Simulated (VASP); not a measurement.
# SiC (P6_3mc) in VASP: a series of runs

The runs below take SiC through relaxation of the atoms, with LDA.

Program: VASP 6.6.1. These are calculated values, not measurements. Logs are shortened: lines on timing, memory, paths and dates and some standing lists are left out, and cuts for length are marked.

### Step 1. The cell of the first run

It takes space group P6_3mc (No. 186, hexagonal). The conventional cell has a = 2.933 Å, b = 2.933 Å, c = 5.011 Å, α = 90.00°, β = 90.00°, γ = 120.00°. Si (site symmetry 3m) has 4 C at 1.80 to 1.88 Å within 2.4 Å. C (site symmetry 3m) has 4 Si at 1.80 to 1.88 Å within 2.4 Å.

### Step 2. Relaxation of the atoms, LDA (9.33 Å³/atom)

INCAR

```
SYSTEM = SiC
PREC = Accurate
ENCUT = 520
EDIFF = 1E-6
ISMEAR = 0
SIGMA = 0.05
LREAL = .False.
LASPH = .True.
NELM = 80
ALGO = Normal
ISIF = 2
LWAVE = .False.
LCHARG = .False.
IBRION = 2
NSW = 50
EDIFFG = -0.01
```

KPOINTS

```
regular mesh
0
Gamma
  12 12 6
  0 0 0
```

POSCAR

```
SiC
1.0
    2.9329512359      0.0000000000      0.0000000000
   -1.4664756180      2.5400102783      0.0000000000
    0.0000000000      0.0000000000      5.0106538914
Si C
2 2
Direct
    0.3333333333      0.6666666667      0.0046041256
    0.6666666667      0.3333333333      0.5046041256
    0.3333333333      0.6666666667      0.3803958744
    0.6666666667      0.3333333333      0.8803958744
```

Potentials or basis: VASP PAW LDA potentials, release 64 (Si, C).

The run is started by

```bash
$ cat potpaw_LDA.64/Si/POTCAR potpaw_LDA.64/C/POTCAR > POTCAR
$ mpirun -np 1 vasp_std > vasp.out
```

OUTCAR:

```text
SYSTEM = SiC
   PREC = Accurate
   ENCUT = 520
   EDIFF = 1E-6
   ISMEAR = 0
   LREAL = .False.
   LASPH = .True.
   NELM = 80
   ISIF = 2
   IBRION = 2
   NSW = 50
   EDIFFG = -0.01

 ion  position               nearest neighbor table
   1  0.333  0.667  0.005-   4 1.80   4 1.80   4 1.80   3 1.88   2 3.02   2 3.02   2 3.02   2 3.02
                             2 3.02   2 3.02
   2  0.667  0.333  0.505-   3 1.80   3 1.80   3 1.80   4 1.88   1 3.02   1 3.02   1 3.02   1 3.02
                             1 3.02   1 3.02
   3  0.333  0.667  0.380-   2 1.80   2 1.80   2 1.80   1 1.88
   4  0.667  0.333  0.880-   1 1.80   1 1.80   1 1.80   2 1.88

  LATTYP: Found a hexagonal cell.
 ALAT       =     2.9329512359
 C/A-ratio  =     1.7084000000

  Lattice vectors:

 A1 = (   2.9329512359,   0.0000000000,   0.0000000000)
 A2 = (  -1.4664756180,   2.5400102783,   0.0000000000)
 A3 = (   0.0000000000,   0.0000000000,   5.0106538914)

Analysis of symmetry for initial positions (statically):
=====================================================================
 Subroutine PRICEL returns:
 Original cell was already a primitive cell.

 Routine SETGRP: Setting up the symmetry group for a
 hexagonal supercell.

 Subroutine GETGRP returns: Found 12 space group operations
 (whereof  6 operations were pure point group operations)
 out of a pool of 24 trial point group operations.

The static configuration has the point symmetry C_3v.
 The point group associated with its full space group is C_6v.

Analysis of symmetry for dynamics (positions and initial velocities):
=====================================================================
 Subroutine PRICEL returns:
 Original cell was already a primitive cell.

 Routine SETGRP: Setting up the symmetry group for a
 hexagonal supercell.

 Subroutine GETGRP returns: Found 12 space group operations
 (whereof  6 operations were pure point group operations)
 out of a pool of 24 trial point group operations.

The dynamic configuration has the point symmetry C_3v.
 The point group associated with its full space group is C_6v.

 Subroutine INISYM returns: Found 12 space group operations
 (whereof  6 operations are pure point group operations),
 and found     1 'primitive' translations

----------------------------------------------------------------------------------------

[... 116 lines left out ...]
     AMIX_MAG =   1.60;   BMIX_MAG =  1.00
  volume/ion in A,a.u.               =       9.33        62.98
  Fermi-wavevector in a.u.,A,eV,Ry     =   1.234345  2.332574 20.729942  1.523608
  Thomas-Fermi vector in A             =   2.369039
   LORBIT       =      0    0 simple, 1 ext, 2 COOP (PROOUT), +10 PAW based schemes
   GGA     = CA    functional components
   LHFCALC =     F    Hartree Fock is set to
   AEXX    =    0.0000 exact exchange contribution
   IVDW    =     0    specifies the selected vdW correction
   LEPSILON=     F    determine dielectric tensor
   LRPA    =     F    only Hartree local field effects (RPA)
 conjugate gradient relaxation of ions
 non-spin polarized calculation
 Gauss-broadening in eV      SIGMA  =   0.05
  energy-cutoff  :      520.00
  volume of cell :       37.33
 maximum number of plane-waves:      1039
 NGX is ok and might be reduce to    24
   NGX = 11   NGY = 11   NGZ = 19

--------------------------------------- Ionic step        1  -------------------------------------------

 number of electron      16.0000000 magnetization

 Free energy of the ion-electron system (eV)
  ---------------------------------------------------
  ext. energy  EPLUGINS =         0.00000000
  ---------------------------------------------------
  free energy    TOTEN  =       -32.96004468 eV

  energy without entropy =      -32.96004468  energy(sigma->0) =      -32.96004468

------------------------ aborting loop because EDIFF is reached ----------------------------------------

  FORCE on cell =-STRESS in cart. coord.  units (eV):
  Direction    XX          YY          ZZ          XY          YZ          ZX
  --------------------------------------------------------------------------------------
  -------------------------------------------------------------------------------------
  Total        7.7604068      7.7604068      1.1293928     -0.0000000      0.0000000      0.0000000
  in kB      333.0890440    333.0890440     48.4753414     -0.0000000      0.0000000      0.0000000
  external PRESSURE =     238.2178098 kB  Pullay stress =       0.0000000 kB
[... 63 lines left out ...]
--------------------------------------- Ionic step        3  -------------------------------------------

 number of electron      16.0000002 magnetization

 Free energy of the ion-electron system (eV)
  ---------------------------------------------------
  ext. energy  EPLUGINS =         0.00000000
  ---------------------------------------------------
  free energy    TOTEN  =       -32.97645509 eV

  energy without entropy =      -32.97645509  energy(sigma->0) =      -32.97645509

 E-fermi :   9.8722     XC(G=0): -11.9974

 val. band max:        9.5980059315   @ k =   0.0000   0.0000   0.0000
 cond. band min:      11.1645781442   @ k =   0.3333   0.3333   0.0000
 fundamental gap:      1.5665722127
 Fermi energy:         9.8721601625

 k-point     1 :       0.0000    0.0000    0.0000
  band No.  band energies     occupation
      1      -6.8794      2.00000
      2      -3.1709      2.00000
      3      -0.0548      2.00000
      4       8.4160      2.00000
      5       8.4160      2.00000
      6       8.9446      2.00000
      7       9.5980      2.00000
      8       9.5980      2.00000
      9      15.6994      0.00000
     10      15.7760      0.00000
     11      17.0049      0.00000
     12      17.0049      0.00000
[... 331 lines left out ...]
 k-point    24 :       0.3333    0.0000    0.1667
  band No.  band energies     occupation
      1      -4.6603      2.00000
      2      -1.9696      2.00000
      3       1.8826      2.00000
      4       3.2719      2.00000
      5       4.5176      2.00000
      6       6.6949      2.00000
      7       7.5806      2.00000
      8       8.3928      2.00000
      9      13.1504      0.00000
     10      13.9220      0.00000
     11      16.5931      0.00000
     12      17.7701      0.00000

 [... further k-points ...]

------------------------ aborting loop because EDIFF is reached ----------------------------------------

  FORCE on cell =-STRESS in cart. coord.  units (eV):
  Direction    XX          YY          ZZ          XY          YZ          ZX
  --------------------------------------------------------------------------------------
  -------------------------------------------------------------------------------------
  Total        7.2642660      7.2642660      1.7047726     -0.0000000      0.0000000      0.0000000
  in kB      311.7938891    311.7938891     73.1715613     -0.0000000      0.0000000      0.0000000
  external PRESSURE =     232.2531132 kB  Pullay stress =       0.0000000 kB
[... 19 lines left out ...]
  FREE ENERGIE OF THE ION-ELECTRON SYSTEM (eV)
  ---------------------------------------------------
  free  energy   TOTEN  =       -32.9764550948 eV

  energy  without entropy=      -32.9764550948  energy(sigma->0) =      -32.97645509

 reached required accuracy - stopping structural energy minimisation
```

OSZICAR:

```text
N       E                     dE             d eps       ncg     rms          rms(c)
DAV:   1     0.334937498246E+02    0.33494E+02   -0.76938E+03  1824   0.121E+03
DAV:   2    -0.349157740228E+02   -0.68410E+02   -0.62901E+02  2744   0.193E+02
[... 21 lines left out ...]
   2 F= -.32959976E+02 E0= -.32959976E+02  d E =0.686128E-04
       N       E                     dE             d eps       ncg     rms          rms(c)
DAV:   1    -0.329776371708E+02   -0.17661E-01   -0.10575E+00  1856   0.913E+00    0.346E-01
DAV:   2    -0.329773106726E+02    0.32650E-03   -0.16190E-02  2332   0.112E+00    0.162E-01
DAV:   3    -0.329764353223E+02    0.87535E-03   -0.15456E-03  2148   0.377E-01    0.385E-02
DAV:   4    -0.329764553189E+02   -0.19997E-04   -0.44095E-04  2288   0.152E-01    0.293E-02
DAV:   5    -0.329764550948E+02    0.22415E-06   -0.78940E-06  2056   0.259E-02
   3 F= -.32976455E+02 E0= -.32976455E+02  d E =-.164104E-01
```

Run time: 100 s. Hardware: 1 thread of AMD EPYC 7R13, shared host; peak memory 0.13 GiB.

Results:

* Free energy: -32.9765 eV
* Energy gained by relaxing: 4.1 meV/atom
* Ionic steps: 3
* Pressure after relaxing: 23.2 GPa
* Band gap on the k mesh: 1.57 eV (least direct gap 4.37 eV)

Stress tensor (GPa, compression positive):
```
31.18  0.00  0.00
 0.00 31.18  0.00
 0.00  0.00  7.32
```

Step by step:
```tsv
step	energy change (eV)	largest force (eV/Å)	pressure (GPa)
1	0.0000	0.5721	23.82
2	0.0001	0.6200	22.88
3	-0.0164	0.0012	23.23
```

Final structure:
```xyz
4
Lattice="2.9330 0.0000 0.0000 -1.4665 2.5400 0.0000 0.0000 0.0000 5.0107" Properties=species:S:1:pos:R:3 pbc="T T T"
Si    0.0000    1.6933    0.0371
Si    1.4665    0.8467    2.5425
C     0.0000    1.6933    1.8920
C     1.4665    0.8467    4.3973
```

A k mesh can miss the band edges.

### Step 3. Relaxation of the atoms, LDA (10.14 Å³/atom)

This run uses another cell than the first one, of 10.14 Å³/atom.

INCAR

```
SYSTEM = SiC
PREC = Accurate
ENCUT = 520
EDIFF = 1E-6
ISMEAR = 0
SIGMA = 0.05
LREAL = .FALSE.
LASPH = .TRUE.
NELM = 60
ALGO = Normal
ISIF = 2
LWAVE = .FALSE.
LCHARG = .FALSE.
IBRION = 2
NSW = 50
EDIFFG = -0.01
```

KPOINTS

```
regular mesh
0
G
  12 12 6
  0 0 0
```

POSCAR

```
SiC
1.0
    2.9756098396      0.0000000000      0.0000000000
   -1.4878049198      2.5769537128      0.0000000000
    0.0000000000      0.0000000000      5.2915269777
Si C
2 2
Direct
    0.3333333333      0.6666666667      0.0046041256
    0.6666666667      0.3333333333      0.5046041256
    0.3333333333      0.6666666667      0.3803958744
    0.6666666667      0.3333333333      0.8803958744
```

Potentials or basis: VASP PAW LDA potentials, release 64 (Si, C).

The run is started by

```bash
$ cat potpaw_LDA.64/Si/POTCAR potpaw_LDA.64/C/POTCAR > POTCAR
$ mpirun -np 1 vasp_std > vasp.out
```

OUTCAR:

```text
SYSTEM = SiC
   PREC = Accurate
   ENCUT = 520
   EDIFF = 1E-6
   ISMEAR = 0
   LREAL = .FALSE.
   LASPH = .TRUE.
   NELM = 60
   ISIF = 2
   IBRION = 2
   NSW = 50
   EDIFFG = -0.01

 ion  position               nearest neighbor table
   1  0.333  0.667  0.005-   4 1.84   4 1.84   4 1.84   3 1.99
   2  0.667  0.333  0.505-   3 1.84   3 1.84   3 1.84   4 1.99
   3  0.333  0.667  0.380-   2 1.84   2 1.84   2 1.84   1 1.99
   4  0.667  0.333  0.880-   1 1.84   1 1.84   1 1.84   2 1.99

  LATTYP: Found a hexagonal cell.
 ALAT       =     2.9756098396
 C/A-ratio  =     1.7783000000

  Lattice vectors:

 A1 = (   2.9756098396,   0.0000000000,   0.0000000000)
 A2 = (  -1.4878049198,   2.5769537128,   0.0000000000)
 A3 = (   0.0000000000,   0.0000000000,   5.2915269777)

Analysis of symmetry for initial positions (statically):
=====================================================================
 Subroutine PRICEL returns:
 Original cell was already a primitive cell.

 Routine SETGRP: Setting up the symmetry group for a
 hexagonal supercell.

 Subroutine GETGRP returns: Found 12 space group operations
 (whereof  6 operations were pure point group operations)
 out of a pool of 24 trial point group operations.

The static configuration has the point symmetry C_3v.
 The point group associated with its full space group is C_6v.

Analysis of symmetry for dynamics (positions and initial velocities):
[... 241 lines left out ...]

 number of electron      15.9999999 magnetization

 Free energy of the ion-electron system (eV)
  ---------------------------------------------------
  ext. energy  EPLUGINS =         0.00000000
  ---------------------------------------------------
  free energy    TOTEN  =       -32.99243798 eV

  energy without entropy =      -32.99243798  energy(sigma->0) =      -32.99243798

 E-fermi :   8.9317     XC(G=0): -11.6394

 val. band max:        8.6907484421   @ k =   0.0000   0.0000   0.0000
 cond. band min:      10.2039638833   @ k =   0.3333   0.3333   0.0000
 fundamental gap:      1.5132154412
 Fermi energy:         8.9316700279

 k-point     1 :       0.0000    0.0000    0.0000
  band No.  band energies     occupation
      1      -7.2025      2.00000
      2      -4.1078      2.00000
      3      -0.6137      2.00000
      4       7.7041      2.00000
      5       7.7041      2.00000
      6       7.7343      2.00000
      7       8.6907      2.00000
      8       8.6907      2.00000
      9      13.0204      0.00000
     10      14.6787      0.00000
     11      15.8180      0.00000
     12      15.8180      0.00000
[... 331 lines left out ...]
 k-point    24 :       0.3333    0.0000    0.1667
  band No.  band energies     occupation
      1      -5.0719      2.00000
      2      -2.7845      2.00000
      3       1.2126      2.00000
      4       2.5974      2.00000
      5       3.6048      2.00000
      6       6.0464      2.00000
      7       6.6031      2.00000
      8       7.4512      2.00000
      9      11.9210      0.00000
     10      12.8154      0.00000
     11      14.7154      0.00000
     12      16.4355      0.00000

 [... further k-points ...]

------------------------ aborting loop because EDIFF is reached ----------------------------------------

  FORCE on cell =-STRESS in cart. coord.  units (eV):
  Direction    XX          YY          ZZ          XY          YZ          ZX
  --------------------------------------------------------------------------------------
  -------------------------------------------------------------------------------------
  Total        3.9121522      3.9121522     -6.7505749      0.0000000      0.0000000      0.0000000
  in kB      154.4766005    154.4766004   -266.5555453      0.0000000      0.0000000      0.0000000
  external PRESSURE =      14.1325519 kB  Pullay stress =       0.0000000 kB
[... 19 lines left out ...]
  FREE ENERGIE OF THE ION-ELECTRON SYSTEM (eV)
  ---------------------------------------------------
  free  energy   TOTEN  =       -32.9924379796 eV

  energy  without entropy=      -32.9924379796  energy(sigma->0) =      -32.99243798

 reached required accuracy - stopping structural energy minimisation
```

OSZICAR:

```text
N       E                     dE             d eps       ncg     rms          rms(c)
DAV:   1     0.326294212862E+02    0.32629E+02   -0.75576E+03  1824   0.120E+03
DAV:   2    -0.342975322063E+02   -0.66927E+02   -0.61362E+02  2648   0.188E+02
[... 20 lines left out ...]
       N       E                     dE             d eps       ncg     rms          rms(c)
DAV:   1    -0.329925721917E+02   -0.41838E-02   -0.34052E-01  1848   0.514E+00    0.170E-01
DAV:   2    -0.329926512743E+02   -0.79083E-04   -0.53302E-03  2320   0.616E-01    0.831E-02
DAV:   3    -0.329924361158E+02    0.21516E-03   -0.36487E-04  2144   0.181E-01    0.241E-02
DAV:   4    -0.329924382374E+02   -0.21216E-05   -0.11939E-04  2300   0.792E-02    0.142E-02
DAV:   5    -0.329924379796E+02    0.25785E-06   -0.45335E-06  1936   0.191E-02
   3 F= -.32992438E+02 E0= -.32992438E+02  d E =-.191843E-01
```

Wall time 98 s (1 thread of AMD EPYC 7R13, shared host); peak memory 0.13 GiB.

What came out:

```
Free energy               : -32.9924 eV
Energy gained by relaxing : 4.8 meV/atom
Ionic steps               : 3
Pressure after relaxing   : 1.4 GPa
Band gap on the k mesh    : 1.51 eV (least direct gap 4.18 eV)
```

Step by step:
```
step  energy change (eV)  largest force (eV/Å)  pressure (GPa)
   1              0.0000                0.5300            2.60
   2             -0.0151                0.2604            0.97
   3             -0.0192                0.0003            1.41
```

Final structure:
```
CELL_PARAMETERS angstrom
2.97561 0.00000 0.00000
-1.48780 2.57695 0.00000
0.00000 0.00000 5.29153
ATOMIC_POSITIONS crystal
Si 0.33333 0.66667 0.00795
Si 0.66667 0.33333 0.50795
C 0.33333 0.66667 0.37705
C 0.66667 0.33333 0.87705
```

### Step 4. Relaxation of the atoms, LDA (10.96 Å³/atom)

This run uses another cell than the first one, of 10.96 Å³/atom.

INCAR

```
ALGO = Normal
EDIFF = 1E-6
EDIFFG = -0.01
ENCUT = 520
GGA = CA
IBRION = 2
ISIF = 2
ISMEAR = 0
LASPH = True
LCHARG = False
LREAL = False
LWAVE = False
NELM = 100
NSW = 50
PREC = Accurate
SIGMA = 0.05
```

KPOINTS

```
k-points
0
Gamma
  12 12 6
```

POSCAR

```
SiC
1.0
    3.0939792228      0.0000000000      0.0000000000
   -1.5469896114      2.6794646057      0.0000000000
    0.0000000000      0.0000000000      5.2857541042
Si C
2 2
Direct
    0.3333333333      0.6666666667      0.0046041256
    0.6666666667      0.3333333333      0.5046041256
    0.3333333333      0.6666666667      0.3803958744
    0.6666666667      0.3333333333      0.8803958744
```

The run is started by

```bash
$ cat potpaw_LDA.64/Si/POTCAR potpaw_LDA.64/C/POTCAR > POTCAR
$ mpirun -np 1 vasp_std > vasp.out
```

Wall time 62 s (1 thread of Intel Xeon Platinum 8259CL at 2.50GHz (Skylake/Cascade Lake), shared host); peak memory 0.16 GiB.

Results (log left out):

* Free energy: -33.0567 eV
* Energy gained by relaxing: 0.4 meV/atom
* Ionic steps: 3
* Pressure after relaxing: -14.5 GPa
* Band gap on the k mesh: 2.03 eV (least direct gap 4.08 eV)

Stress tensor (GPa, compression positive):
```
 -8.60   0.00   0.00
  0.00  -8.60   0.00
  0.00   0.00 -26.40
```

Step by step:
```csv
step,energy change (eV),largest force (eV/Å),pressure (GPa)
1,0.0000,0.1493,-14.37
2,-0.0015,0.0495,-14.58
3,-0.0016,0.0008,-14.53
```

Final structure:
```
Si C
1.0
     3.09398    0.00000    0.00000
    -1.54699    2.67946    0.00000
     0.00000    0.00000    5.28575
Si C
2 2
Direct
  0.33333 0.66667 0.00563
  0.66667 0.33333 0.50563
  0.33333 0.66667 0.37937
  0.66667 0.33333 0.87937
```

Levels at points of the mesh, in eV from the valence-band top:
```csv
k point,band 6,band 7,band 8,band 9,band 10,band 11
"(0.00, 0.00, 0.00)",-0.40,0.00,0.00,4.82,4.83,6.47
"(0.50, 0.00, 0.00)",-3.22,-3.07,-1.28,2.80,3.76,6.26
"(0.00, 0.00, 0.50)",-0.60,-0.60,-0.60,5.73,5.73,7.14
"(0.50, 0.00, 0.50)",-2.52,-2.32,-2.32,2.87,2.87,4.76
```

A k mesh can miss the band edges.

(Part 1 of 2 ends here.)
